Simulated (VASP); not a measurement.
# AlRu (I4/mmm) in VASP: notebook

The runs below take AlRu through single point, relaxation of cell and atoms, with PBE.

All numbers are computed with VASP 6.6.1; they aren't measurements. Logs are shortened: lines on timing, memory, paths and dates and some standing lists are left out, and cuts for length are marked.

## Step 1: The cell of the first run

The structure is tetragonal, space group I4/mmm (No. 139). Conventional cell: a = 4.036 Å, b = 4.036 Å, c = 3.706 Å, α = 90.00°, β = 90.00°, γ = 90.00°. Al (site symmetry 4/mmm) has 2 Ru at 1.85 Å within 2.5 Å. Ru (site symmetry 4/mmm) has 2 Al at 1.85 Å within 2.5 Å.

The cell was built from a structure type or drawn by symmetry, and may not be a known phase.

## Step 2: Single point, PBE

The input, INCAR:

```
SYSTEM = AlRu
PREC = Accurate ; ENCUT = 520
EDIFF = 1E-6 ; ISMEAR = 0
SIGMA = 0.1 ; LREAL = .False.
LASPH = .True. ; NELM = 80
ALGO = Normal ; ISIF = 2
LWAVE = .False. ; LCHARG = .False.
GGA = PE ; NBANDS = 16
```

The input, KPOINTS:

```
regular mesh
0
Gamma
  6 6 6
  0 0 0
```

The input, POSCAR:

```
AlRu
1.0
   -2.0180788500      2.0180788500      1.8529632100
    2.0180788500     -2.0180788500      1.8529632100
    2.0180788500      2.0180788500     -1.8529632100
Al Ru
1 1
Direct
    0.5000000000      0.5000000000      0.0000000000
    0.0000000000      0.0000000000      0.0000000000
```

Potentials or basis: VASP PAW PBE potentials, release 64 (Al, Ru_pv).

Run with:

```sh
$ cat potpaw_PBE.64/Al/POTCAR potpaw_PBE.64/Ru_pv/POTCAR > POTCAR
$ mpirun -np 1 vasp_std > vasp.out
```

OUTCAR:

```text
SYSTEM = AlRu
   PREC = Accurate
   ENCUT = 520
   EDIFF = 1E-6
   ISMEAR = 0
   LREAL = .False.
   LASPH = .True.
   NELM = 80
   ISIF = 2
   GGA = PE

 ion  position               nearest neighbor table
   1  0.500  0.500  0.000-   2 1.85   2 1.85   2 2.85   2 2.85   2 2.85   2 2.85
   2  0.000  0.000  0.000-   1 1.85   1 1.85   1 2.85   1 2.85   1 2.85   1 2.85

  LATTYP: Found a body centered tetragonal cell.
 ALAT       =     4.0361577000
 C/A-ratio  =     0.9181817698

  Lattice vectors:

 A1 = (  -2.0180788500,   2.0180788500,   1.8529632100)
 A2 = (   2.0180788500,  -2.0180788500,   1.8529632100)
 A3 = (   2.0180788500,   2.0180788500,  -1.8529632100)

Analysis of symmetry for initial positions (statically):
=====================================================================
 Subroutine PRICEL returns:
 Original cell was already a primitive cell.

 Routine SETGRP: Setting up the symmetry group for a
 body centered tetragonal supercell.

 Subroutine GETGRP returns: Found 16 space group operations
 (whereof 16 operations were pure point group operations)
 out of a pool of 16 trial point group operations.

The static configuration has the point symmetry D_4h.

Analysis of symmetry for dynamics (positions and initial velocities):
=====================================================================
 Subroutine PRICEL returns:
 Original cell was already a primitive cell.

 Routine SETGRP: Setting up the symmetry group for a
 body centered tetragonal supercell.

 Subroutine GETGRP returns: Found 16 space group operations
 (whereof 16 operations were pure point group operations)
 out of a pool of 16 trial point group operations.

The dynamic configuration has the point symmetry D_4h.

 Subroutine INISYM returns: Found 16 space group operations
 (whereof 16 operations are pure point group operations),
 and found     1 'primitive' translations

----------------------------------------------------------------------------------------

                                     Primitive cell

  volume of cell :      30.1858

  direct lattice vectors                    reciprocal lattice vectors
    -2.018078850  2.018078850  1.852963210     0.000000000  0.247760389  0.269838061
     2.018078850 -2.018078850  1.852963210     0.247760389  0.000000000  0.269838061
     2.018078850  2.018078850 -1.852963210     0.247760389  0.247760389  0.000000000

  length of vectors
     3.402757286  3.402757286  3.402757286     0.366330164  0.366330164  0.350386102

  position of ions in fractional coordinates (direct lattice)
     0.500000000  0.500000000  0.000000000
     0.000000000  0.000000000  0.000000000

  ion indices of the primitive-cell ions
   primitive index   ion index
                 1           1
                 2           2

----------------------------------------------------------------------------------------

 KPOINTS: regular mesh

Automatic generation of k-mesh.
 Grid dimensions read from file:
 generate k-points for:    6    6    6

 Generating k-lattice:

  Cartesian coordinates                     Fractional coordinates (reciprocal lattice)
     0.000000000  0.041293398  0.044973010     0.166666667 -0.000000000  0.000000000
     0.041293398  0.000000000  0.044973010    -0.000000000  0.166666667  0.000000000
     0.041293398  0.041293398  0.000000000     0.000000000  0.000000000  0.166666667

  Length of vectors
     0.061055027  0.061055027  0.058397684

  Shift w.r.t. Gamma in fractional coordinates (k-lattice)
     0.000000000  0.000000000  0.000000000

 Subroutine IBZKPT returns following result:
 ===========================================

 Found     30 irreducible k-points:

 Following reciprocal coordinates:
            Coordinates               Weight
  0.000000  0.000000  0.000000      1.000000
  0.166667  0.000000  0.000000      8.000000
  0.333333  0.000000  0.000000      8.000000
  0.500000 -0.000000  0.000000      4.000000
  0.166667  0.166667 -0.000000      8.000000
  0.333333  0.166667  0.000000     16.000000
[... 16 lines left out ...]
 -0.333333 -0.333333  0.166667      8.000000
 -0.166667 -0.333333  0.166667      8.000000
 [... further k-points ...]
   k-points           NKPTS =     30   k-points in BZ     NKDIM =     30   number of bands    NBANDS=     16
   number of dos      NEDOS =    301   number of ions     NIONS =      2
   total plane-waves  NPLWV =  21952
   dimension x,y,z NGX =    28 NGY =   28 NGZ =   28
   dimension x,y,z NGXF=    56 NGYF=   56 NGZF=   56
   ions per type =               1   1
   NGX,Y,Z   is equivalent  to a cutoff of  13.68, 13.68, 13.68 a.u.
   NGXF,Y,Z  is equivalent  to a cutoff of  27.36, 27.36, 27.36 a.u.
 SYSTEM =  AlRu
   PREC   = accura    normal or accurate (medium, high low for compatibility)
   ISTART =      0    job   : 0-new  1-cont  2-samecut
   ICHARG =      2    charge: 1-file 2-atom 10-const
   ISPIN  =      1    spin polarized calculation?
   LNONCOLLINEAR =      F non collinear calculations
   LSORBIT =      F    spin-orbit coupling
   LASPH  =      T    aspherical Exc in radial PAW
   ENCUT  =  520.0 eV  38.22 Ry    6.18 a.u.   6.33  6.33  6.33*2*pi/ulx,y,z
   NELM   =     80;   NELMIN=  2; NELMDL= -5     # of ELM steps
   EDIFF  = 0.1E-05   stopping-criterion for ELM
   LREAL  =      F    real-space projection
   EDIFFG = 0.1E-04   stopping-criterion for IOM
   NSW    =      0    number of steps for IOM
   IBRION =     -1    ionic relax: 0-MD 1-quasi-New 2-CG
   NFREE  =      0    steps in history (QN), initial steepest desc. (CG)
   ISIF   =      2    stress and relaxation
   ISYM   =      2    0-nonsym 1-usesym 2-fastsym
   POTIM  = 0.5000    time-step for ionic-motion
   TEBEG  =    0.0;   TEEND  =   0.0 temperature during run
   PSTRESS=    0.0 pullay stress
   NELECT =      17.0000    total number of electrons
   NUPDOWN=      -1.0000    fix difference up-down
   EMIN   =  10.00;   EMAX   =-10.00  energy-range for DOS
   EFERMI =   0.00;   METHOD = LEGACY
   ISMEAR =     0;   SIGMA  =   0.10  broadening in eV -4-tet -1-fermi 0-gaus
   EFERMI_NEDOS =   21; number of points for ismear=-14 and -15
   IALGO  =     38    algorithm
   IMIX   =      4    mixing-type and parameters
     AMIX     =   0.40;   BMIX     =  1.00
     AMIX_MAG =   1.60;   BMIX_MAG =  1.00
  volume/ion in A,a.u.               =      15.09       101.85
  Fermi-wavevector in a.u.,A,eV,Ry     =   1.351938  2.554792 24.867864  1.827736
  Thomas-Fermi vector in A             =   2.479318
   LORBIT       =      0    0 simple, 1 ext, 2 COOP (PROOUT), +10 PAW based schemes
   GGA     = PE    functional components
   LHFCALC =     F    Hartree Fock is set to
   AEXX    =    0.0000 exact exchange contribution
   IVDW    =     0    specifies the selected vdW correction
   LEPSILON=     F    determine dielectric tensor
   LRPA    =     F    only Hartree local field effects (RPA)
 non-spin polarized calculation
 Gauss-broadening in eV      SIGMA  =   0.10
  energy-cutoff  :      520.00
  volume of cell :       30.19
 maximum number of plane-waves:       831
 NGX is ok and might be reduce to    28
   NGX = 13   NGY = 13   NGZ = 13

 number of electron      16.9999998 magnetization

 Free energy of the ion-electron system (eV)
  ---------------------------------------------------
  ext. energy  EPLUGINS =         0.00000000
  ---------------------------------------------------
  free energy    TOTEN  =        -7.01492374 eV

  energy without entropy =       -7.00605903  energy(sigma->0) =       -7.01049139

 E-fermi :   8.9161     XC(G=0): -11.6225

 val. band max:        8.8643900029   @ k =  -0.1667   0.5000   0.1667
 cond. band min:       8.9479329296   @ k =   0.0000   0.0000   0.0000
 fundamental gap:      0.0835429267
 Fermi energy:         8.9160663939

 k-point     1 :       0.0000    0.0000    0.0000
  band No.  band energies     occupation
      1     -33.6371      2.00000
      2     -32.5777      2.00000
      3     -32.5777      2.00000
      4       0.3988      2.00000
      5       5.7935      2.00000
      6       5.7935      2.00000
[... 8 lines left out ...]
     15      22.4162      0.00000
     16      23.2371      0.00000

 k-point     2 :       0.1667    0.0000    0.0000
  band No.  band energies     occupation
      1     -33.6763      2.00000
      2     -32.5878      2.00000
      3     -32.5864      2.00000
      4       1.0478      2.00000
      5       5.5920      2.00000
      6       5.6892      2.00000
[... 8 lines left out ...]
     15      22.1719      0.00000
     16      22.4192      0.00000

 k-point     3 :       0.3333    0.0000    0.0000
  band No.  band energies     occupation
      1     -33.7545      2.00000
      2     -32.6075      2.00000
      3     -32.6037      2.00000
      4       2.7492      2.00000
      5       5.1832      2.00000
      6       5.2668      2.00000
[... 8 lines left out ...]
     15      22.4198      0.00000
     16      22.5769      0.00000

 k-point     4 :       0.5000   -0.0000    0.0000
  band No.  band energies     occupation
      1     -33.7935      2.00000
      2     -32.6171      2.00000
      3     -32.6123      2.00000
      4       3.8946      2.00000
      5       5.0560      2.00000
      6       5.6616      2.00000
[... 8 lines left out ...]
     15      22.0601      0.00000
     16      22.4222      0.00000
[... 324 lines left out ...]
 k-point    22 :      -0.1667    0.5000    0.1667
  band No.  band energies     occupation
      1     -33.7663      2.00000
      2     -32.6235      2.00000
      3     -32.6196      2.00000
      4       4.4356      2.00000
      5       4.4973      2.00000
      6       5.4644      2.00000
[... 8 lines left out ...]
     15      21.9731      0.00000
     16      22.4269      0.00000

 k-point    23 :      -0.3333   -0.3333    0.1667
  band No.  band energies     occupation
      1     -33.7691      2.00000
      2     -32.6302      2.00000
      3     -32.6198      2.00000
      4       4.2976      2.00000
      5       5.1779      2.00000
      6       5.4595      2.00000
[... 8 lines left out ...]
     15      22.4060      0.00000
     16      23.1151      0.00000

 k-point    24 :      -0.1667   -0.3333    0.1667
  band No.  band energies     occupation
      1     -33.7930      2.00000
      2     -32.6138      2.00000
      3     -32.6126      2.00000
      4       3.6303      2.00000
      5       5.4647      2.00000
      6       5.5195      2.00000
[... 8 lines left out ...]
     15      20.8214      0.00000
     16      22.4195      0.00000

 [... further k-points ...]
[... 5 lines left out ...]
  --------------------------------------------------------------------------------------
  -------------------------------------------------------------------------------------
  Total       -3.8970809     -3.8970809     45.5784102      0.0000000      0.0000000      0.0000000
  in kB     -206.8459201   -206.8459201   2419.1717669      0.0000000      0.0000000      0.0000000
  external PRESSURE =     668.4933089 kB  Pullay stress =       0.0000000 kB

 VOLUME and BASIS-vectors are now :
 -----------------------------------------------------------------------------
  energy-cutoff  :      520.00
  volume of cell :       30.19
      direct lattice vectors                 reciprocal lattice vectors
    -2.018078850  2.018078850  1.852963210     0.000000000  0.247760389  0.269838061
     2.018078850 -2.018078850  1.852963210     0.247760389  0.000000000  0.269838061
     2.018078850  2.018078850 -1.852963210     0.247760389  0.247760389  0.000000000

 POSITION                                       TOTAL-FORCE (eV/Angst)
 -----------------------------------------------------------------------------------
      0.00000      0.00000      1.85296         0.000000      0.000000     -0.000000
      0.00000      0.00000      0.00000        -0.000000     -0.000000      0.000000
 -----------------------------------------------------------------------------------
    total drift:                                0.000000     -0.000000     -0.000000

  FREE ENERGIE OF THE ION-ELECTRON SYSTEM (eV)
  ---------------------------------------------------
  free  energy   TOTEN  =        -7.0149237378 eV

  energy  without entropy=       -7.0060590341  energy(sigma->0) =       -7.01049139
```

It took 24 s on 1 thread of AMD EPYC 7R13, shared host; peak memory 0.16 GiB.

Results:

```
Free energy            : -7.0149 eV
Pressure               : 66.8 GPa
Band gap on the k mesh : zero (an odd number of electrons rules out a gap without spin polarisation)
```

Stress tensor (GPa, compression positive):
```
-20.68   0.00   0.00
  0.00 -20.68   0.00
  0.00   0.00 241.92
```

Levels at points of the mesh, in eV from the Fermi level:
| k point | band 7 | band 8 | band 9 | band 10 | band 11 | band 12 |
| --- | --- | --- | --- | --- | --- | --- |
| (0.00, 0.00, 0.00) | -2.97 | -2.27 | 0.03 | 6.45 | 6.45 | 10.79 |
| (0.50, 0.00, 0.00) | -2.92 | -0.47 | 0.03 | 1.70 | 5.93 | 6.77 |
| (0.50, 0.50, 0.00) | -2.29 | -1.15 | -0.24 | 2.16 | 5.74 | 6.50 |
| (0.50, 0.50, 0.50) | -1.36 | 0.20 | 0.20 | 0.34 | 2.71 | 6.04 |

Caveat: the k points lie up to 0.38 Å⁻¹ apart, too coarse for converged energies and pressures of a metal; atoms lie so close that the PAW spheres overlap strongly, which falsifies energies and pressures.

(Part 1 of 2 ends here.)
